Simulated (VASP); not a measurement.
# Al (Im-3m) in VASP: further runs

The runs below take Al through relaxation of cell and atoms, with PBEsol+D3(BJ), PBEsol.

All numbers are computed with VASP 6.6.1; they aren't measurements. Logs are shortened: lines on timing, memory, paths and dates and some standing lists are left out, and cuts for length are marked.

## (1) The cell of the first run

The structure is cubic, space group Im-3m (No. 229). Conventional cell: a = 3.182 Å, b = 3.182 Å, c = 3.182 Å, α = 90.00°, β = 90.00°, γ = 90.00°. Al (site symmetry m-3m) has 14 Al at 2.76 to 3.18 Å within 3.6 Å.

## (2) Relaxation of cell and atoms, PBEsol+D3(BJ)

The input, INCAR:

```
ALGO     = Normal         # electronic algorithm
EDIFF    = 1E-6           # SCF threshold, eV
EDIFFG   = -0.02          # ionic threshold
ENCUT    = 600            # plane-wave cutoff, eV
GGA      = PS             # functional
IBRION   = 2              # ionic algorithm
ISIF     = 3              # what is computed and relaxed
ISMEAR   = 0              # smearing method
IVDW     = 12             # dispersion correction
LASPH    = T              # aspherical terms in the spheres
LCHARG   = F              # write CHGCAR
LREAL    = F              # projectors in reciprocal space
LWAVE    = F              # write WAVECAR
NELM     = 60             # most SCF steps
NSW      = 80             # ionic steps
PREC     = Accurate       # precision mode
SIGMA    = 0.1            # smearing width, eV
```

The input, KPOINTS:

```
k-points
0
Gamma
  15 15 15
```

The input, POSCAR:

```
Al
1.0
   -1.5912186900      1.5912186900      1.5912186900
    1.5912186900     -1.5912186900      1.5912186900
    1.5912186900      1.5912186900     -1.5912186900
Al
1
Direct
    0.0000000000      0.0000000000      0.0000000000
```

Potentials or basis: VASP PAW PBE potentials, release 64 (Al).

The run is started by

```
> cat potpaw_PBE.64/Al/POTCAR > POTCAR
> mpirun -np 1 vasp_std > vasp.out
```

OUTCAR:

```text
EDIFF = 1E-6
   EDIFFG = -0.02
   ENCUT = 600
   GGA = PS
   IBRION = 2
   ISIF = 3
   ISMEAR = 0
   IVDW = 12
   LASPH = T
   LREAL = F
   NELM = 60
   NSW = 80
   PREC = Accurate
 IVDW          = 12

 ion  position               nearest neighbor table
   1  0.000  0.000  0.000-

  LATTYP: Found a body centered cubic cell.
 ALAT       =     3.1824373800

  Lattice vectors:

 A1 = (  -1.5912186900,   1.5912186900,   1.5912186900)
 A2 = (   1.5912186900,  -1.5912186900,   1.5912186900)
 A3 = (   1.5912186900,   1.5912186900,  -1.5912186900)

Analysis of symmetry for initial positions (statically):
=====================================================================
 Subroutine PRICEL returns:
 Original cell was already a primitive cell.

 Routine SETGRP: Setting up the symmetry group for a
 body centered cubic supercell.

 Subroutine GETGRP returns: Found 48 space group operations
 (whereof 48 operations were pure point group operations)
 out of a pool of 48 trial point group operations.

The static configuration has the point symmetry O_h .

Analysis of symmetry for dynamics (positions and initial velocities):
=====================================================================
 Subroutine PRICEL returns:
 Original cell was already a primitive cell.

 Routine SETGRP: Setting up the symmetry group for a
 body centered cubic supercell.

 Subroutine GETGRP returns: Found 48 space group operations
 (whereof 48 operations were pure point group operations)
 out of a pool of 48 trial point group operations.

The dynamic configuration has the point symmetry O_h .

 Subroutine INISYM returns: Found 48 space group operations
 (whereof 48 operations are pure point group operations),
 and found     1 'primitive' translations

----------------------------------------------------------------------------------------

                                     Primitive cell

  volume of cell :      16.1157

  direct lattice vectors                    reciprocal lattice vectors
    -1.591218690  1.591218690  1.591218690     0.000000000  0.314224565  0.314224565
     1.591218690 -1.591218690  1.591218690     0.314224565  0.000000000  0.314224565
     1.591218690  1.591218690 -1.591218690     0.314224565  0.314224565  0.000000000

  length of vectors
     2.756071617  2.756071617  2.756071617     0.444380641  0.444380641  0.444380641

  position of ions in fractional coordinates (direct lattice)
     0.000000000  0.000000000  0.000000000

  ion indices of the primitive-cell ions
   primitive index   ion index
                 1           1

----------------------------------------------------------------------------------------

 KPOINTS: k-points

Automatic generation of k-mesh.
 Grid dimensions read from file:
 generate k-points for:   15   15   15

 Generating k-lattice:

  Cartesian coordinates                     Fractional coordinates (reciprocal lattice)
     0.000000000  0.020948304  0.020948304     0.066666667  0.000000000  0.000000000
     0.020948304  0.000000000  0.020948304     0.000000000  0.066666667  0.000000000
     0.020948304  0.020948304  0.000000000     0.000000000  0.000000000  0.066666667

  Length of vectors
     0.029625376  0.029625376  0.029625376

  Shift w.r.t. Gamma in fractional coordinates (k-lattice)
     0.000000000  0.000000000  0.000000000

 Subroutine IBZKPT returns following result:
 ===========================================

 Found    120 irreducible k-points:

 Following reciprocal coordinates:
            Coordinates               Weight
  0.000000  0.000000  0.000000      1.000000
  0.066667  0.000000  0.000000     12.000000
  0.133333  0.000000  0.000000     12.000000
  0.200000  0.000000  0.000000     12.000000
  0.266667  0.000000  0.000000     12.000000
  0.333333  0.000000  0.000000     12.000000
[... 16 lines left out ...]
  0.333333  0.200000  0.000000     48.000000
  0.400000  0.200000  0.000000     24.000000
 [... further k-points ...]
   k-points           NKPTS =    120   k-points in BZ     NKDIM =    120   number of bands    NBANDS=      5
   number of dos      NEDOS =    301   number of ions     NIONS =      1
   total plane-waves  NPLWV =  13824
   dimension x,y,z NGX =    24 NGY =   24 NGZ =   24
   dimension x,y,z NGXF=    48 NGYF=   48 NGZF=   48
   ions per type =               1
   NGX,Y,Z   is equivalent  to a cutoff of  14.48, 14.48, 14.48 a.u.
   NGXF,Y,Z  is equivalent  to a cutoff of  28.95, 28.95, 28.95 a.u.
 SYSTEM =  unknown system
   PREC   = accura    normal or accurate (medium, high low for compatibility)
   ISTART =      0    job   : 0-new  1-cont  2-samecut
   ICHARG =      2    charge: 1-file 2-atom 10-const
   ISPIN  =      1    spin polarized calculation?
   LNONCOLLINEAR =      F non collinear calculations
   LSORBIT =      F    spin-orbit coupling
   LASPH  =      T    aspherical Exc in radial PAW
   ENCUT  =  600.0 eV  44.10 Ry    6.64 a.u.   5.50  5.50  5.50*2*pi/ulx,y,z
   NELM   =     60;   NELMIN=  2; NELMDL= -5     # of ELM steps
   EDIFF  = 0.1E-05   stopping-criterion for ELM
   LREAL  =      F    real-space projection
   EDIFFG = -.2E-01   stopping-criterion for IOM
   NSW    =     80    number of steps for IOM
   IBRION =      2    ionic relax: 0-MD 1-quasi-New 2-CG
   NFREE  =      1    steps in history (QN), initial steepest desc. (CG)
   ISIF   =      3    stress and relaxation
   ISYM   =      2    0-nonsym 1-usesym 2-fastsym
   POTIM  = 0.5000    time-step for ionic-motion
   TEBEG  =    0.0;   TEEND  =   0.0 temperature during run
   PSTRESS=    0.0 pullay stress
   NELECT =       3.0000    total number of electrons
   NUPDOWN=      -1.0000    fix difference up-down
   EMIN   =  10.00;   EMAX   =-10.00  energy-range for DOS
   EFERMI =   0.00;   METHOD = LEGACY
   ISMEAR =     0;   SIGMA  =   0.10  broadening in eV -4-tet -1-fermi 0-gaus
   EFERMI_NEDOS =   21; number of points for ismear=-14 and -15
   IALGO  =     38    algorithm
   IMIX   =      4    mixing-type and parameters
     AMIX     =   0.40;   BMIX     =  1.00
     AMIX_MAG =   1.60;   BMIX_MAG =  1.00
  volume/ion in A,a.u.               =      16.12       108.75
  Fermi-wavevector in a.u.,A,eV,Ry     =   0.934757  1.766435 11.888371  0.873771
  Thomas-Fermi vector in A             =   2.061595
   LORBIT       =      0    0 simple, 1 ext, 2 COOP (PROOUT), +10 PAW based schemes
   GGA     = PS    functional components
   LHFCALC =     F    Hartree Fock is set to
   AEXX    =    0.0000 exact exchange contribution
   IVDW    =    12    specifies the selected vdW correction
   LEPSILON=     F    determine dielectric tensor
   LRPA    =     F    only Hartree local field effects (RPA)
 conjugate gradient relaxation of ions
 non-spin polarized calculation
 Gauss-broadening in eV      SIGMA  =   0.10
  energy-cutoff  :      600.00
  volume of cell :       16.12
 maximum number of plane-waves:       555
 NGX is ok and might be reduce to    24
   NGX = 11   NGY = 11   NGZ = 11

--------------------------------------- Ionic step        1  -------------------------------------------

 number of electron       3.0000000 magnetization

 Free energy of the ion-electron system (eV)
  ---------------------------------------------------
  ext. energy  EPLUGINS =         0.00000000
  ---------------------------------------------------
  free energy    TOTEN  =        -3.99267204 eV

  energy without entropy =       -3.99050803  energy(sigma->0) =       -3.99159004

------------------------ aborting loop because EDIFF is reached ----------------------------------------

 Edisp (eV)   -0.32540

 E8    (eV) :    -0.2192

  FORCE on cell =-STRESS in cart. coord.  units (eV):
  Direction    XX          YY          ZZ          XY          YZ          ZX
  --------------------------------------------------------------------------------------
  -------------------------------------------------------------------------------------
  Total      -0.11167    -0.11167    -0.11167    -0.00000     0.00000     0.00000
  in kB     -11.10220   -11.10220   -11.10220    -0.00000     0.00000     0.00000
  external pressure =      -11.10 kB  Pullay stress =        0.00 kB

 VOLUME and BASIS-vectors are now :
 -----------------------------------------------------------------------------
  energy-cutoff  :      600.00
  volume of cell :       16.12
      direct lattice vectors                 reciprocal lattice vectors
    -1.591218690  1.591218690  1.591218690     0.000000000  0.314224565  0.314224565
     1.591218690 -1.591218690  1.591218690     0.314224565  0.000000000  0.314224565
     1.591218690  1.591218690 -1.591218690     0.314224565  0.314224565  0.000000000

 POSITION                                       TOTAL-FORCE (eV/Angst)
 -----------------------------------------------------------------------------------
      0.00000      0.00000      0.00000        -0.000000     -0.000000     -0.000000
 -----------------------------------------------------------------------------------
    total drift:                               -0.000000      0.000000      0.000000

  FREE ENERGIE OF THE ION-ELECTRON SYSTEM (eV)
  ---------------------------------------------------
  free  energy   TOTEN  =        -4.3180709533 eV

  energy  without entropy=       -4.3159069430  energy(sigma->0) =       -4.31698895

--------------------------------------- Ionic step        2  -------------------------------------------

 number of electron       3.0000000 magnetization

 Free energy of the ion-electron system (eV)
  ---------------------------------------------------
  ext. energy  EPLUGINS =         0.00000000
  ---------------------------------------------------
  free energy    TOTEN  =        -3.98804751 eV

  energy without entropy =       -3.98596715  energy(sigma->0) =       -3.98700733

 E-fermi :   8.3748     XC(G=0): -10.4068

 val. band max:        8.3672296227   @ k =   0.2667   0.2667   0.0000
 cond. band min:       8.4436842216   @ k =   0.2667   0.2667   0.0667
 fundamental gap:      0.0764545989
 Fermi energy:         8.3748125491

 k-point     1 :       0.0000    0.0000    0.0000
  band No.  band energies     occupation
      1      -3.0326      2.00000
      2      21.8571      0.00000
      3      21.8571      0.00000
      4      21.8571      0.00000
      5      23.6438      0.00000

 k-point     2 :       0.0667    0.0000    0.0000
  band No.  band energies     occupation
      1      -2.9013      2.00000
      2      20.3421      0.00000
      3      21.0385      0.00000
      4      21.3278      0.00000
      5      23.0224      0.00000

 k-point     3 :       0.1333    0.0000    0.0000
  band No.  band energies     occupation
      1      -2.5082      2.00000
      2      17.6326      0.00000
      3      19.8894      0.00000
      4      20.2570      0.00000
      5      21.9179      0.00000

 k-point     4 :       0.2000    0.0000    0.0000
  band No.  band energies     occupation
      1      -1.8555      2.00000
      2      14.8130      0.00000
      3      18.8858      0.00000
      4      19.1634      0.00000
      5      20.8665      0.00000
[... 137 lines left out ...]
 k-point    22 :       0.2667    0.2000   -0.0000
  band No.  band energies     occupation
      1       1.7413      2.00000
      2       9.1680      0.00000
      3      11.1326      0.00000
      4      16.4750      0.00000
      5      22.0743      0.00000

 k-point    23 :       0.3333    0.2000    0.0000
  band No.  band energies     occupation
      1       3.2471      2.00000
      2       7.0152      2.00000
      3      10.7397      0.00000
      4      16.1419      0.00000
      5      21.7793      0.00000

 k-point    24 :       0.4000    0.2000    0.0000
  band No.  band energies     occupation
      1       4.7224      2.00000
      2       5.3192      2.00000
      3      10.6128      0.00000
      4      16.0300      0.00000
      5      21.6755      0.00000

 [... further k-points ...]

------------------------ aborting loop because EDIFF is reached ----------------------------------------

 Edisp (eV)   -0.33081

 E8    (eV) :    -0.2228

  FORCE on cell =-STRESS in cart. coord.  units (eV):
  Direction    XX          YY          ZZ          XY          YZ          ZX
  --------------------------------------------------------------------------------------
  -------------------------------------------------------------------------------------
  Total       0.01590     0.01590     0.01590     0.00000     0.00000    -0.00000
  in kB       1.60687     1.60687     1.60687     0.00000     0.00000    -0.00000
  external pressure =        1.61 kB  Pullay stress =        0.00 kB

 VOLUME and BASIS-vectors are now :
 -----------------------------------------------------------------------------
  energy-cutoff  :      600.00
  volume of cell :       15.86
      direct lattice vectors                 reciprocal lattice vectors
    -1.582646160  1.582646160  1.582646160     0.000000000  0.315926587  0.315926587
     1.582646160 -1.582646160  1.582646160     0.315926587  0.000000000  0.315926587
     1.582646160  1.582646160 -1.582646160     0.315926587  0.315926587  0.000000000

 POSITION                                       TOTAL-FORCE (eV/Angst)
 -----------------------------------------------------------------------------------
      1.58265      1.58265      1.58265        -0.000000      0.000000      0.000000
 -----------------------------------------------------------------------------------
    total drift:                                0.000000      0.000000     -0.000000

  FREE ENERGIE OF THE ION-ELECTRON SYSTEM (eV)
  ---------------------------------------------------
  free  energy   TOTEN  =        -4.3188589733 eV

  energy  without entropy=       -4.3167786188  energy(sigma->0) =       -4.31781880

 reached required accuracy - stopping structural energy minimisation
```

Run time: 7.9 s. Hardware: 1 thread of Intel Xeon Platinum 8375C at 2.90GHz (Ice Lake), shared host; peak memory 0.15 GiB.

Results:

```
Free energy                            : -4.3189 eV
Relaxed volume                         : 15.86 Å³/atom
Relaxed cell                           : a = 2.741 Å, b = 2.741 Å, c = 2.741 Å, α = 109.47°, β = 109.47°, γ = 109.47°
Space group after relaxing (to 0.05 Å) : Im-3m (No. 229)
Energy gained by relaxing              : 0.8 meV/atom
Ionic steps                            : 2
Pressure after relaxing                : 0.2 GPa
Dispersion energy per atom             : -0.331 eV
```

The path:
```csv
step,energy change (eV),largest force (eV/Å),pressure (GPa),volume (Å³)
1,0.0000,0.0000,-1.11,16.12
2,-0.0008,0.0000,0.16,15.86
```

Final structure:
```
Al
1.0
    -1.58265    1.58265    1.58265
     1.58265   -1.58265    1.58265
     1.58265    1.58265   -1.58265
Al
1
Direct
  0.00000 0.00000 0.00000
```

Levels at points of the mesh, in eV from the Fermi level:
```csv
k point,band 1,band 2,band 3,band 4,band 5
"(0.00, 0.00, 0.00)",-11.41,13.48,13.48,13.48,15.27
```

Caveat: the PAW data sets were made with another functional, which shifts forces and pressure a little; pairwise dispersion overbinds metals, which lowers pressure and volume.

(Part 1 of 2 ends here.)
